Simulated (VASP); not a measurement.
# GaN (zinc blende type) (F-43m) in VASP: a series of runs

Runs on GaN (zinc blende type). Level: HSE06. Tasks: single point.

Program: VASP 6.6.1. These are calculated values, not measurements. Logs are shortened: lines on timing, memory, paths and dates and some standing lists are left out, and cuts for length are marked.

## (1) The cell of the first run

The structure is cubic, space group F-43m (No. 216). Conventional cell: a = 4.565 Å, b = 4.565 Å, c = 4.565 Å, α = 90.00°, β = 90.00°, γ = 90.00°. Ga (site symmetry -43m) has 4 N at 1.98 Å within 2.6 Å. Within 2.6 Å of N (site symmetry -43m) lie 4 Ga at 1.98 Å.

## (2) Single point, HSE06

The input, POSCAR:

```
GaN
1.0
    0.0000000000      2.2825581951      2.2825581951
    2.2825581951      0.0000000000      2.2825581951
    2.2825581951      2.2825581951      0.0000000000
Ga N
1 1
Direct
    0.0000000000      0.0000000000      0.0000000000
    0.2500000000      0.2500000000      0.2500000000
```

The input, INCAR.step1:

```
  PREC = Accurate
  ENCUT = 520
  EDIFF = 1E-5
  ISMEAR = -1
  SIGMA = 0.05
  LREAL = F
  LASPH = T
  NELM = 80
  ALGO = Normal
  ISIF = 2
  LWAVE = T
  LCHARG = F
  GGA = PE
  NBANDS = 16
```

The input, INCAR.step2:

```
  PREC = Accurate
  ENCUT = 520
  EDIFF = 1E-6
  ISMEAR = -1
  SIGMA = 0.05
  LREAL = F
  LASPH = T
  NELM = 80
  ALGO = Normal
  ISIF = 2
  LWAVE = F
  LCHARG = F
  GGA = PE
  LHFCALC = T
  HFSCREEN = 0.2079
  PRECFOCK = Normal
  ISTART = 1
  NBANDS = 16
```

The input, KPOINTS:

```
Automatic mesh
0
Gamma
  4 4 4
```

Potentials or basis: VASP PAW PBE potentials, release 64 (Ga_d, N).

Launch:

```
cat potpaw_PBE.64/Ga_d/POTCAR potpaw_PBE.64/N/POTCAR > POTCAR
cp INCAR.step1 INCAR
mpirun -np 1 vasp_std > vasp.out
cp INCAR.step2 INCAR
mpirun -np 1 vasp_std > vasp.out
```

OUTCAR:

```text
PREC = Accurate
   ENCUT = 520
   EDIFF = 1E-6
   ISMEAR = -1
   LREAL = F
   LASPH = T
   NELM = 80
   ISIF = 2
   GGA = PE
   LHFCALC = T
   HFSCREEN = 0.2079
   PRECFOCK = Normal
   ISTART = 1

 ion  position               nearest neighbor table
   1  0.000  0.000  0.000-   2 1.98   2 1.98   2 1.98   2 1.98
   2  0.250  0.250  0.250-   1 1.98   1 1.98   1 1.98   1 1.98

  LATTYP: Found a face centered cubic cell.
 ALAT       =     4.5651163902

  Lattice vectors:

 A1 = (   0.0000000000,   2.2825581951,   2.2825581951)
 A2 = (   2.2825581951,   0.0000000000,   2.2825581951)
 A3 = (   2.2825581951,   2.2825581951,   0.0000000000)

Analysis of symmetry for initial positions (statically):
=====================================================================
 Subroutine PRICEL returns:
 Original cell was already a primitive cell.

 Routine SETGRP: Setting up the symmetry group for a
 face centered cubic supercell.

 Subroutine GETGRP returns: Found 24 space group operations
 (whereof 24 operations were pure point group operations)
 out of a pool of 48 trial point group operations.

The static configuration has the point symmetry T_d .

Analysis of symmetry for dynamics (positions and initial velocities):
=====================================================================
 Subroutine PRICEL returns:
 Original cell was already a primitive cell.

 Routine SETGRP: Setting up the symmetry group for a
 face centered cubic supercell.

 Subroutine GETGRP returns: Found 24 space group operations
 (whereof 24 operations were pure point group operations)
 out of a pool of 48 trial point group operations.

The dynamic configuration has the point symmetry T_d .

 Subroutine INISYM returns: Found 24 space group operations
 (whereof 24 operations are pure point group operations),
 and found     1 'primitive' translations

----------------------------------------------------------------------------------------

                                     Primitive cell

  volume of cell :      23.7846
[... 70 lines left out ...]
   ENCUT  =  520.0 eV  38.22 Ry    6.18 a.u.   6.00  6.00  6.00*2*pi/ulx,y,z
   NELM   =     80;   NELMIN=  2; NELMDL=  0     # of ELM steps
   EDIFF  = 0.1E-05   stopping-criterion for ELM
   LREAL  =      F    real-space projection
   EDIFFG = 0.1E-04   stopping-criterion for IOM
   NSW    =      0    number of steps for IOM
   IBRION =     -1    ionic relax: 0-MD 1-quasi-New 2-CG
   NFREE  =      0    steps in history (QN), initial steepest desc. (CG)
   ISIF   =      2    stress and relaxation
   ISYM   =      3    0-nonsym 1-usesym 2-fastsym
   POTIM  = 0.5000    time-step for ionic-motion
   TEBEG  =    0.0;   TEEND  =   0.0 temperature during run
   PSTRESS=    0.0 pullay stress
   NELECT =      18.0000    total number of electrons
   NUPDOWN=      -1.0000    fix difference up-down
   EMIN   =  10.00;   EMAX   =-10.00  energy-range for DOS
   EFERMI =   0.00;   METHOD = LEGACY
   ISMEAR =    -1;   SIGMA  =   0.05  broadening in eV -4-tet -1-fermi 0-gaus
   EFERMI_NEDOS =   21; number of points for ismear=-14 and -15
   IALGO  =     38    algorithm
   IMIX   =      1    mixing-type and parameters
     AMIX     =   0.40;   BMIX     =  1.00
     AMIX_MAG =   1.60;   BMIX_MAG =  1.00
  volume/ion in A,a.u.               =      11.89        80.25
  Fermi-wavevector in a.u.,A,eV,Ry     =   1.491880  2.819244 30.282556  2.225705
  Thomas-Fermi vector in A             =   2.604479
   LORBIT       =      0    0 simple, 1 ext, 2 COOP (PROOUT), +10 PAW based schemes
   GGA     = PE    functional components
   LHFCALC =     T    Hartree Fock is set to
   PRECFOCK=normal    Normal, Fast or Accurate (Low or Medium for compatibility)
   ENCUT4O =  -1.0   cutoff for four orbital integrals eV
   NKREDX  =     1    reduce k-point grid by
   NKREDY  =     1    reduce k-point grid by
   NKREDZ  =     1    reduce k-point grid by
   AEXX    =    0.2500 exact exchange contribution
   HFSCREEN=    0.2079 screening length (either q_TF or 0.3 A-1)
   HFSCREENC=   0.2079 screening length for correlation (either q_TF or 0.3 A-1)
   ENCUTFOCK=  -1.0 apply spherical cutoff to Coloumb kernel
   IVDW    =     0    specifies the selected vdW correction
   LEPSILON=     F    determine dielectric tensor
   LRPA    =     F    only Hartree local field effects (RPA)
 non-spin polarized calculation
  energy-cutoff  :      520.00
  volume of cell :       23.78
 maximum number of plane-waves:       648
  NGX = 20; NGY = 20; NGZ = 20

 number of electron      17.9999983 magnetization

 Free energy of the ion-electron system (eV)
  ---------------------------------------------------
  ext. energy  EPLUGINS =         0.00000000
  ---------------------------------------------------
  free energy    TOTEN  =       -14.66200449 eV

  energy without entropy =      -14.66200449  energy(sigma->0) =      -14.66200449

 E-fermi :   5.2457     XC(G=0):  -9.3975

 val. band max:        4.0912743493   @ k =   0.0000   0.0000   0.0000
 cond. band min:       6.8146150383   @ k =   0.0000   0.0000   0.0000
 fundamental gap:      2.7233406890
 Fermi energy:         5.2457364271

 k-point     1 :       0.0000    0.0000    0.0000
  band No.  band energies     occupation
      1     -13.0126      2.00000
      2     -11.5113      2.00000
      3     -11.5113      2.00000
      4     -11.5113      2.00000
      5     -11.2311      2.00000
      6     -11.2311      2.00000
[... 129 lines left out ...]
      3     -11.3640      2.00000
      4     -11.2386      2.00000
      5     -11.2196      2.00000
      6      -8.7307      2.00000
[... 8 lines left out ...]
     15      24.7800      0.00000
     16      29.2070      0.00000

------------------------ aborting loop because EDIFF is reached ----------------------------------------

  FORCE on cell =-STRESS in cart. coord.  units (eV):
  Direction    XX          YY          ZZ          XY          YZ          ZX
  --------------------------------------------------------------------------------------
  -------------------------------------------------------------------------------------
  Total       -1.1983445     -1.1983445     -1.1983445      0.0000000      0.0000000      0.0000000
  in kB      -80.7228860    -80.7228860    -80.7228860      0.0000000      0.0000000      0.0000000
  external PRESSURE =     -80.7228860 kB  Pullay stress =       0.0000000 kB

 VOLUME and BASIS-vectors are now :
 -----------------------------------------------------------------------------
  energy-cutoff  :      520.00
  volume of cell :       23.78
      direct lattice vectors                 reciprocal lattice vectors
     0.000000000  2.282558195  2.282558195    -0.219052465  0.219052465  0.219052465
     2.282558195  0.000000000  2.282558195     0.219052465 -0.219052465  0.219052465
     2.282558195  2.282558195  0.000000000     0.219052465  0.219052465 -0.219052465

 POSITION                                       TOTAL-FORCE (eV/Angst)
 -----------------------------------------------------------------------------------
      0.00000      0.00000      0.00000         0.000000      0.000000      0.000000
      1.14128      1.14128      1.14128        -0.000000     -0.000000     -0.000000
 -----------------------------------------------------------------------------------
    total drift:                               -0.000030     -0.000037     -0.000031

  FREE ENERGIE OF THE ION-ELECTRON SYSTEM (eV)
  ---------------------------------------------------
  free  energy   TOTEN  =       -14.6620044858 eV

  energy  without entropy=      -14.6620044858  energy(sigma->0) =      -14.66200449
```

OUTCAR.step1:

```text
PREC = Accurate
   ENCUT = 520
   EDIFF = 1E-5
   ISMEAR = -1
   LREAL = F
[... 354 lines left out ...]
      0.00000      0.00000      0.00000         0.000000      0.000000     -0.000000
      1.14128      1.14128      1.14128        -0.000000     -0.000000      0.000000
 -----------------------------------------------------------------------------------
    total drift:                                0.000002      0.000002      0.000001

  FREE ENERGIE OF THE ION-ELECTRON SYSTEM (eV)
  ---------------------------------------------------
  free  energy   TOTEN  =       -12.0882659246 eV

  energy  without entropy=      -12.0882658844  energy(sigma->0) =      -12.08826590
```

OSZICAR.step1:

```text
N       E                     dE             d eps       ncg     rms          rms(c)
DAV:   1     0.847527724727E+02    0.84753E+02   -0.93422E+03   272   0.205E+03
DAV:   2    -0.789579689990E+01   -0.92649E+02   -0.87325E+02   304   0.347E+02
DAV:   3    -0.140019589034E+02   -0.61062E+01   -0.60904E+01   296   0.726E+01
DAV:   4    -0.140736994495E+02   -0.71741E-01   -0.71736E-01   328   0.855E+00
DAV:   5    -0.140745177597E+02   -0.81831E-03   -0.81831E-03   312   0.839E-01    0.764E+00
DAV:   6    -0.120887987266E+02    0.19857E+01   -0.49938E+00   384   0.387E+01    0.267E+00
DAV:   7    -0.120958358797E+02   -0.70372E-02   -0.31658E-01   296   0.651E+00    0.177E+00
DAV:   8    -0.120929376991E+02    0.28982E-02   -0.66432E-02   296   0.342E+00    0.851E-01
DAV:   9    -0.120879122388E+02    0.50255E-02   -0.15973E-02   368   0.279E+00    0.218E-01
DAV:  10    -0.120883650751E+02   -0.45284E-03   -0.16321E-03   320   0.545E-01    0.107E-01
DAV:  11    -0.120882587219E+02    0.10635E-03   -0.31982E-04   392   0.297E-01    0.691E-03
DAV:  12    -0.120882659246E+02   -0.72026E-05   -0.36393E-05   272   0.594E-02
   1 F= -.12088266E+02 E0= -.12088266E+02  d E =-.401648E-07
```

Run time: 4.4 min. Hardware: 1 thread of Intel Xeon 6975P-C, shared host; peak memory 0.25 GiB.

Results:

```
Free energy            : -14.6620 eV
Pressure               : -8.1 GPa
Band gap on the k mesh : 2.72 eV, direct
```

Levels at points of the mesh, in eV from the valence-band top:
```
           k point  band 7  band 8  band 9  band 10  band 11  band 12
(0.00, 0.00, 0.00)    0.00    0.00    0.00     2.72    11.63    11.63
(0.50, 0.00, 0.00)   -7.29   -0.99   -0.99     5.79    10.20    11.66
(0.50, 0.50, 0.00)   -6.40   -2.77   -2.77     4.42     7.90    13.26
```

Caveat: the k points lie up to 0.60 Å⁻¹ apart; the PAW data sets were made with another functional, which shifts forces and pressure a little.

## (3) Single point, HSE06

This run uses another cell than the first one, of 12.25 Å³/atom, 1.030 times its volume.

The input, POSCAR:

```
GaN
1.0
    0.0000000000      2.3049376437      2.3049376437
    2.3049376437      0.0000000000      2.3049376437
    2.3049376437      2.3049376437      0.0000000000
Ga N
1 1
Direct
    0.0000000000      0.0000000000      0.0000000000
    0.2500000000      0.2500000000      0.2500000000
```

The input, INCAR.step1:

```
SYSTEM = GaN
PREC     = Accurate       ! precision mode
ENCUT    = 520            ! plane-wave cutoff, eV
EDIFF    = 1E-5           ! SCF threshold, eV
ISMEAR   = -1             ! smearing method
SIGMA    = 0.05           ! smearing width, eV
LREAL    = .False.        ! projectors in reciprocal space
LASPH    = .True.         ! aspherical terms in the spheres
NELM     = 60             ! most SCF steps
ALGO     = Normal         ! electronic algorithm
ISIF     = 2              ! what is computed and relaxed
LWAVE    = .True.         ! write WAVECAR
LCHARG   = .False.        ! write CHGCAR
GGA      = PE             ! functional
NBANDS   = 16             ! bands
```

The input, INCAR.step2:

```
SYSTEM = GaN
PREC     = Accurate       ! precision mode
ENCUT    = 520            ! plane-wave cutoff, eV
EDIFF    = 1E-6           ! SCF threshold, eV
ISMEAR   = -1             ! smearing method
SIGMA    = 0.05           ! smearing width, eV
LREAL    = .False.        ! projectors in reciprocal space
LASPH    = .True.         ! aspherical terms in the spheres
NELM     = 60             ! most SCF steps
ALGO     = Normal         ! electronic algorithm
ISIF     = 2              ! what is computed and relaxed
LWAVE    = .False.        ! write WAVECAR
LCHARG   = .False.        ! write CHGCAR
GGA      = PE             ! functional
LHFCALC  = .True.         ! exact exchange
HFSCREEN = 0.2079         ! screening, 1/A
PRECFOCK = Normal       
ISTART   = 1            
NBANDS   = 16             ! bands
```

The input, KPOINTS:

```
regular mesh
0
Gamma
  4 4 4
  0 0 0
```

Potentials or basis: VASP PAW PBE potentials, release 64 (Ga_d, N).

Launch:

```
cat potpaw_PBE.64/Ga_d/POTCAR potpaw_PBE.64/N/POTCAR > POTCAR
cp INCAR.step1 INCAR
mpirun -np 1 vasp_std > vasp.out
cp INCAR.step2 INCAR
mpirun -np 1 vasp_std > vasp.out
```

Wall time 4.6 min (1 thread of Intel Xeon 6975P-C, shared host); peak memory 0.25 GiB.

The run converged. Its results:

- Free energy: -14.6165 eV
- Pressure: -12.5 GPa
- Band gap on the k mesh: 2.50 eV, direct

Levels at points of the mesh, in eV from the valence-band top:
```tsv
k point	band 7	band 8	band 9	band 10	band 11	band 12
(0.00, 0.00, 0.00)	0.00	0.00	0.00	2.50	11.43	11.43
(0.50, 0.00, 0.00)	-7.10	-0.96	-0.96	5.57	10.03	11.49
(0.50, 0.50, 0.00)	-6.28	-2.67	-2.67	4.39	7.71	13.02
```

Caveat: the k points lie up to 0.59 Å⁻¹ apart; the PAW data sets were made with another functional, which shifts forces and pressure a little.
